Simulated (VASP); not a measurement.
# Os3C2 (Pm-3m) in VASP: relaxation of cell and atoms with PBE

Aim: the relaxation of cell and atoms of Os3C2 with PBE.

Everything below comes from runs of VASP 6.6.1. Logs are shortened: lines on timing, memory, paths and dates and some standing lists are left out, and cuts for length are marked.

### 1 The cell of the first run

Symmetry: Pm-3m, No. 221, cubic system. The conventional cell has a = 4.132 Å, b = 4.132 Å, c = 4.132 Å, α = 90.00°, β = 90.00°, γ = 90.00°. Os (site symmetry 4/mmm) has 2 C at 2.07 Å within 2.7 Å. Within 3.8 Å of C (site symmetry m-3m) lie 12 Os at 2.92 Å and 8 C at 3.58 Å. Within 2.7 Å of C (site symmetry m-3m) lie 6 Os at 2.07 Å.

The cell was generated, and may not be a known phase.

### 2 Relaxation of cell and atoms, PBE

Contents of INCAR:

```
SYSTEM = Os3C2
PREC = Accurate ; ENCUT = 700
EDIFF = 1E-7 ; ISMEAR = 0
SIGMA = 0.1 ; LREAL = .FALSE.
LASPH = .TRUE. ; NELM = 120
ALGO = Normal ; ISIF = 3
LWAVE = .FALSE. ; LCHARG = .FALSE.
GGA = PE ; IBRION = 2
NSW = 90 ; EDIFFG = -0.04
GGA_COMPAT = .FALSE. ; NELMIN = 4
```

Contents of KPOINTS:

```
Automatic mesh
0
G
  4 4 4
  0 0 0
```

Contents of POSCAR:

```
Os3C2
1.0
    4.1321090000      0.0000000000      0.0000000000
    0.0000000000      4.1321090000      0.0000000000
    0.0000000000      0.0000000000      4.1321090000
Os C
3 2
Direct
    0.5000000000      0.0000000000      0.0000000000
    0.0000000000      0.5000000000      0.0000000000
    0.0000000000      0.0000000000      0.5000000000
    0.5000000000      0.5000000000      0.5000000000
    0.0000000000      0.0000000000      0.0000000000
```

Potentials or basis: VASP PAW PBE potentials, release 64 (Os_sv_GW, C).

The run is started by

```console
$ cat potpaw_PBE.64/Os_sv_GW/POTCAR potpaw_PBE.64/C/POTCAR > POTCAR
$ mpirun -np 1 vasp_std > vasp.out
```

OUTCAR:

```text
SYSTEM = Os3C2
   PREC = Accurate
   ENCUT = 700
   EDIFF = 1E-7
   ISMEAR = 0
   LREAL = .FALSE.
   LASPH = .TRUE.
   NELM = 120
   ISIF = 3
   GGA = PE
   IBRION = 2
   NSW = 90
   EDIFFG = -0.04
   NELMIN = 4

 ion  position               nearest neighbor table
   1  0.500  0.000  0.000-   5 2.07   5 2.07   2 2.92   3 2.92   2 2.92   2 2.92   3 2.92   3 2.92
                             3 2.92   2 2.92
   2  0.000  0.500  0.000-   5 2.07   5 2.07   1 2.92   3 2.92   1 2.92   3 2.92   3 2.92   3 2.92
                             1 2.92   1 2.92
   3  0.000  0.000  0.500-   5 2.07   5 2.07   1 2.92   1 2.92   2 2.92   2 2.92   2 2.92   2 2.92
                             1 2.92   1 2.92
   4  0.500  0.500  0.500-
   5  0.000  0.000  0.000-   1 2.07   2 2.07   3 2.07   3 2.07   2 2.07   1 2.07

  LATTYP: Found a simple cubic cell.
 ALAT       =     4.1321090000

  Lattice vectors:

 A1 = (   4.1321090000,   0.0000000000,   0.0000000000)
 A2 = (   0.0000000000,   4.1321090000,   0.0000000000)
 A3 = (   0.0000000000,   0.0000000000,   4.1321090000)

Analysis of symmetry for initial positions (statically):
=====================================================================
 Subroutine PRICEL returns:
 Original cell was already a primitive cell.

 Routine SETGRP: Setting up the symmetry group for a
 simple cubic supercell.

 Subroutine GETGRP returns: Found 48 space group operations
 (whereof 48 operations were pure point group operations)
 out of a pool of 48 trial point group operations.

The static configuration has the point symmetry O_h .

Analysis of symmetry for dynamics (positions and initial velocities):
=====================================================================
 Subroutine PRICEL returns:
 Original cell was already a primitive cell.

 Routine SETGRP: Setting up the symmetry group for a
 simple cubic supercell.

 Subroutine GETGRP returns: Found 48 space group operations
 (whereof 48 operations were pure point group operations)
 out of a pool of 48 trial point group operations.

The dynamic configuration has the point symmetry O_h .

 Subroutine INISYM returns: Found 48 space group operations
 (whereof 48 operations are pure point group operations),
 and found     1 'primitive' translations

----------------------------------------------------------------------------------------

                                     Primitive cell

  volume of cell :      70.5530

  direct lattice vectors                    reciprocal lattice vectors
     4.132109000  0.000000000  0.000000000     0.242007169  0.000000000  0.000000000
     0.000000000  4.132109000  0.000000000     0.000000000  0.242007169  0.000000000
     0.000000000  0.000000000  4.132109000     0.000000000  0.000000000  0.242007169

[... 84 lines left out ...]
   PSTRESS=    0.0 pullay stress
   NELECT =      56.0000    total number of electrons
   NUPDOWN=      -1.0000    fix difference up-down
   EMIN   =  10.00;   EMAX   =-10.00  energy-range for DOS
   EFERMI =   0.00;   METHOD = LEGACY
   ISMEAR =     0;   SIGMA  =   0.10  broadening in eV -4-tet -1-fermi 0-gaus
   EFERMI_NEDOS =   21; number of points for ismear=-14 and -15
   IALGO  =     38    algorithm
   IMIX   =      4    mixing-type and parameters
     AMIX     =   0.40;   BMIX     =  1.00
     AMIX_MAG =   1.60;   BMIX_MAG =  1.00
  volume/ion in A,a.u.               =      14.11        95.22
  Fermi-wavevector in a.u.,A,eV,Ry     =   1.515767  2.864384 31.260054  2.297549
  Thomas-Fermi vector in A             =   2.625247
   LORBIT       =      0    0 simple, 1 ext, 2 COOP (PROOUT), +10 PAW based schemes
   GGA     = PE    functional components
   LHFCALC =     F    Hartree Fock is set to
   AEXX    =    0.0000 exact exchange contribution
   IVDW    =     0    specifies the selected vdW correction
   LEPSILON=     F    determine dielectric tensor
   LRPA    =     F    only Hartree local field effects (RPA)
 conjugate gradient relaxation of ions
 non-spin polarized calculation
 Gauss-broadening in eV      SIGMA  =   0.10
  energy-cutoff  :      700.00
  volume of cell :       70.55
 maximum number of plane-waves:      3016
 NGX is ok and might be reduce to    36
   NGX = 17   NGY = 17   NGZ = 17

--------------------------------------- Ionic step        1  -------------------------------------------

 number of electron      55.9999996 magnetization

 Free energy of the ion-electron system (eV)
  ---------------------------------------------------
  ext. energy  EPLUGINS =         0.00000000
  ---------------------------------------------------
  free energy    TOTEN  =       -45.76627200 eV

  energy without entropy =      -45.73708297  energy(sigma->0) =      -45.75167748

------------------------ aborting loop because EDIFF is reached ----------------------------------------

  FORCE on cell =-STRESS in cart. coord.  units (eV):
  Direction    XX          YY          ZZ          XY          YZ          ZX
  --------------------------------------------------------------------------------------
  -------------------------------------------------------------------------------------
  Total       -9.3851769     -9.3851769     -9.3851769      0.0000000     -0.0000000      0.0000000
  in kB     -213.1266392   -213.1266392   -213.1266392      0.0000000     -0.0000000      0.0000000
  external PRESSURE =    -213.1266392 kB  Pullay stress =       0.0000000 kB
[... 26 lines left out ...]
--------------------------------------- Ionic step        2  -------------------------------------------

 number of electron      56.0000003 magnetization

 E-fermi :  13.3017     XC(G=0): -14.2797

 val. band max:       13.2746622141   @ k =   0.5000   0.2500   0.0000
 cond. band min:      13.3745145513   @ k =   0.2500   0.2500   0.0000
 fundamental gap:      0.0998523372
 Fermi energy:        13.3016509254

 k-point     1 :       0.0000    0.0000    0.0000
  band No.  band energies     occupation
      1     -73.4835      2.00000
      2     -73.3445      2.00000
      3     -73.3445      2.00000
      4     -33.7048      2.00000
      5     -33.7048      2.00000
      6     -33.7048      2.00000
[... 426 lines left out ...]
--------------------------------------- Ionic step        4  -------------------------------------------

 number of electron      56.0000003 magnetization

 Free energy of the ion-electron system (eV)
  ---------------------------------------------------
  ext. energy  EPLUGINS =         0.00000000
  ---------------------------------------------------
  free energy    TOTEN  =       -46.22359505 eV

  energy without entropy =      -46.19968730  energy(sigma->0) =      -46.21164118

 E-fermi :   9.9896     XC(G=0): -13.1544

 val. band max:        9.9821762658   @ k =   0.5000   0.2500   0.0000
 cond. band min:      10.1001905811   @ k =   0.5000   0.5000   0.5000
 fundamental gap:      0.1180143153
 Fermi energy:         9.9895843874

 k-point     1 :       0.0000    0.0000    0.0000
  band No.  band energies     occupation
      1     -76.4814      2.00000
      2     -76.4255      2.00000
      3     -76.4255      2.00000
      4     -36.3014      2.00000
      5     -36.3014      2.00000
      6     -36.3014      2.00000
[... 381 lines left out ...]
  FREE ENERGIE OF THE ION-ELECTRON SYSTEM (eV)
  ---------------------------------------------------
  free  energy   TOTEN  =       -46.2235950508 eV

  energy  without entropy=      -46.1996873015  energy(sigma->0) =      -46.21164118

 reached required accuracy - stopping structural energy minimisation
```

CONTCAR:

```text
Os3C2
   1.00000000000000
     4.0072521721682035   -0.0000000000000000    0.0000000000000000
     0.0000000000000000    4.0072521721682035    0.0000000000000000
    -0.0000000000000000   -0.0000000000000000    4.0072521721682035
  Os              C
     3     2
Direct
     0.5000000000000000    0.0000000000000000    0.0000000000000000
     0.0000000000000000    0.5000000000000000    0.0000000000000000
     0.0000000000000000    0.0000000000000000    0.5000000000000000
     0.5000000000000000    0.5000000000000000    0.5000000000000000
     0.0000000000000000    0.0000000000000000    0.0000000000000000

  0.00000000E+00  0.00000000E+00  0.00000000E+00
  0.00000000E+00  0.00000000E+00  0.00000000E+00
  0.00000000E+00  0.00000000E+00  0.00000000E+00
  0.00000000E+00  0.00000000E+00  0.00000000E+00
  0.00000000E+00  0.00000000E+00  0.00000000E+00
```

Wall time 2.3 min (1 thread of AMD EPYC 7R13 (Zen 3), shared host); peak memory 0.2 GiB.

What came out:

```
Free energy                           : -46.2236 eV
Relaxed volume                        : 12.87 Å³/atom
Relaxed cell                          : a = 4.007 Å, b = 4.007 Å, c = 4.007 Å, α = 90.00°, β = 90.00°, γ = 90.00°
Space group after relaxing (to 0.1 Å) : Pm-3m (No. 221)
Energy gained by relaxing             : 91.5 meV/atom
Ionic steps                           : 4
Pressure after relaxing               : -0.4 GPa
Band gap on the k mesh                : zero (bands 28 and 29 overlap by 0.92 eV)
```

Step by step:
```tsv
step	energy change (eV)	largest force (eV/Å)	pressure (GPa)	volume (Å³)
1	0.0000	0.0000	-21.31	70.55
2	1.9750	0.0000	82.58	53.07
3	-0.4551	0.0000	-1.80	64.67
4	-0.4573	0.0000	-0.41	64.35
```

Final structure:
```
Os C
1.0
     4.00725    0.00000    0.00000
     0.00000    4.00725    0.00000
     0.00000    0.00000    4.00725
Os C
3 2
Cartesian
  2.0036 0.0000 0.0000
  0.0000 2.0036 0.0000
  0.0000 0.0000 2.0036
  2.0036 2.0036 2.0036
  0.0000 0.0000 0.0000
```

Levels at points of the mesh, in eV from the Fermi level:
| k point | band 25 | band 26 | band 27 | band 28 | band 29 | band 30 | band 31 | band 32 |
| --- | --- | --- | --- | --- | --- | --- | --- | --- |
| (0.00, 0.00, 0.00) | -0.81 | -0.81 | -0.72 | -0.72 | -0.72 | -0.49 | -0.49 | 1.96 |
| (0.50, 0.00, 0.00) | -1.31 | -1.31 | -0.88 | -0.59 | -0.13 | 1.65 | 1.65 | 1.99 |
| (0.50, 0.50, 0.00) | -1.10 | -1.07 | -0.65 | -0.63 | 0.29 | 1.65 | 1.65 | 2.73 |
| (0.50, 0.50, 0.50) | -2.71 | -2.71 | -1.43 | 0.11 | 0.11 | 1.73 | 1.73 | 1.73 |

Caveat: the k points lie up to 0.39 Å⁻¹ apart in the final cell, too coarse for converged energies and pressures of a metal; spin-orbit coupling is left out, which moves the levels of the heavy elements.

The gap in the log of VASP goes by the Fermi energy; the results here count the filled bands.